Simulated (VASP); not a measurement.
AlN: single point with LDA

Crystal: AlN.

```
CELL_PARAMETERS angstrom
0.00000 1.93844 1.97800
1.93844 0.00000 1.97800
1.93844 1.93844 0.00000
ATOMIC_POSITIONS crystal
Al 0.00000 0.00000 0.00000
N 0.50000 0.50000 0.50000
```

This cell differs from its parent crystal: equal xx and yy strain of -2 %.

* Program: VASP 6.6.1
* Task: single point
* Functional: LDA
* Potentials or basis: VASP PAW LDA potentials, release 64 (Al, N)
* Cutoff: 520 eV
* k mesh: 10 × 10 × 10
* Occupations: fermi-dirac, width 0.02 eV
* Spin: no spin polarisation
* Dipole correction: no
* Further INCAR settings: ALGO = Normal; EDIFF = 1e-07; NBANDS = 11

```
Pressure               : 27.8 GPa
Band gap on the k mesh : 4.83 eV, indirect (least direct gap 7.29 eV)
```

Stress tensor (GPa, compression positive):
```
31.08  0.00  0.00
 0.00 31.08  0.00
 0.00  0.00 21.37
```

Levels at points of the mesh, in eV from the valence-band top:
```
           k point  band 1  band 2  band 3  band 4  band 5  band 6  band 7  band 8
(0.00, 0.00, 0.00)  -18.50   -0.13   -0.13    0.00    7.29   12.07   12.36   12.36
(0.50, 0.00, 0.00)  -14.72   -9.14   -1.44   -1.34    6.71   11.37   11.85   14.61
(0.50, 0.50, 0.00)  -13.69   -8.32   -3.07   -3.07    5.03    5.59   14.96   18.77
(0.50, 0.00, 0.50)  -13.49   -8.21   -3.37   -3.11    4.83    5.37   15.21   18.18
```

Run time: 24 s on 1 thread of Intel Xeon 8259CL, with other jobs on the host, peak memory 0.1 GiB.

Caveat: the cell differs from its parent crystal (equal xx and yy strain of -2 %). A k mesh can miss the band edges.
